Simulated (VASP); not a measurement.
# Ca9Mg2Si5: single point with PBE

The system is Ca9Mg2Si5.

```
Mg Si Ca
1.0
     7.46963   -0.14477    0.18985
    -0.14477    7.66219   -0.12657
     0.18985   -0.12657    7.55467
Mg Si Ca
2 5 9
Direct
  0.08276 0.91715 0.08453
  0.80389 0.83485 0.80189
  0.20161 0.25121 0.20142
  0.28635 0.71910 0.27799
  0.74570 0.79833 0.20098
  0.74677 0.24050 0.74935
  0.19623 0.80206 0.74995
  0.45865 0.97312 0.00791
  0.02060 0.55373 0.01954
  0.01036 0.97402 0.45764
  0.49416 0.52000 0.99402
  0.49602 0.97822 0.50013
  0.79552 0.20015 0.16031
  0.99851 0.52227 0.49434
  0.15730 0.19905 0.79779
  0.49769 0.51450 0.49717
```

```yaml
Program: VASP 6.6.1
Task: single point
Functional: PBE
Potentials_or_basis: VASP PAW PBE potentials, release 64 (Mg, Si, Ca_sv)
Cutoff: 520 eV
k_mesh: 2 × 2 × 2, shifted
Occupations: gaussian, width 0.1 eV
Spin: no spin polarisation
Dipole_correction: no
Further_INCAR_settings: LREAL = Auto; ALGO = Normal; EDIFF = 1e-07; NBANDS = 71; ISYM = 0
```

| Quantity | Value |
| --- | --- |
| Pressure | 0.1 GPa |
| Largest force | 0.025 eV/Å |
| Band gap on the k mesh | 0.04 eV (least direct gap 0.06 eV) |

Forces in eV/Å, atoms in the order of the input:
```
Mg   0.002 -0.013  0.008
Mg   0.002  0.002  0.005
Si   0.006 -0.009  0.000
Si  -0.002  0.025  0.002
Si   0.006  0.001  0.003
Si  -0.005  0.002 -0.004
Si   0.006 -0.003  0.004
Ca   0.010 -0.005 -0.010
Ca  -0.016 -0.007 -0.009
Ca  -0.012 -0.004  0.005
Ca   0.004  0.005 -0.011
Ca   0.012  0.002  0.004
Ca  -0.010  0.000  0.005
Ca  -0.014  0.001  0.005
Ca   0.004  0.002 -0.009
Ca   0.005  0.000  0.004
```

Stress tensor (GPa, compression positive):
```
0.14 0.02 0.02
0.02 0.06 0.01
0.02 0.01 0.05
```

Levels at points of the mesh, in eV from the valence-band top:
```tsv
k point	band 55	band 56	band 57	band 58	band 59	band 60
(0.25, 0.25, 0.25)	-0.49	-0.26	-0.20	0.12	0.40	0.73
```

It took 2.4 min on 1 thread of Intel(R) Xeon(R) 6975P-C (Granite Rapids), on a shared host, peak memory 0.47 GiB.

Caveat: semilocal functionals underestimate gaps, and a narrow one can read as zero; a shifted mesh leaves out Γ, where band edges can lie. A k mesh can miss the band edges.
